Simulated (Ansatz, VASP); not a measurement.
GaP in VASP and in Ansatz

```xyz
4
Lattice="1.9628 1.1332 6.3764 -1.9628 1.1332 6.3764 0.0000 -2.2665 6.3764" Properties=species:S:1:pos:R:3 pbc="T T T"
Ga    0.0000    0.0000    8.3245
Ga    0.0000    0.0000   10.8049
P     0.0000    0.0000    1.1044
P     0.0000    0.0000   18.0250
```

Alike in both runs: functional PBE; k mesh 3 × 3 × 3; occupations gaussian, width 0.02 eV; no spin polarisation.

Ansatz relaxed the structure, and its values are those at the end. VASP's run is a single point on that final structure, the one shown.

|  | VASP | Ansatz |
| --- | --- | --- |
| version | VASP 6.6.1 | Ansatz 0.2.0 |
| potentials or method | VASP PAW PBE potentials, release 64 (Ga_d, P), cutoff 520 eV | scalar-relativistic, plane waves, PAW |
| valence electrons in the cell | 36 | 36 |

VASP gave:

| Quantity | Value |
| --- | --- |
| gap on the k mesh at the Fermi level (eV) | 0.92 |
| least direct gap on the mesh (eV) | 0.97 |
| pressure (GPa) | 0.0 |
| rms of the force components (eV/Å) | 0.017 |

Task: Estimate Ansatz's values.

Result: gap on the k mesh at the Fermi level (eV): 0.93; least direct gap on the mesh (eV): 0.98; pressure (GPa): 0.0; rms of the force components (eV/Å): 0.000.

With one functional, cell and mesh, what is left measures potentials, basis and numerics.

The k mesh is coarse, so the values compare programs but aren't converged.
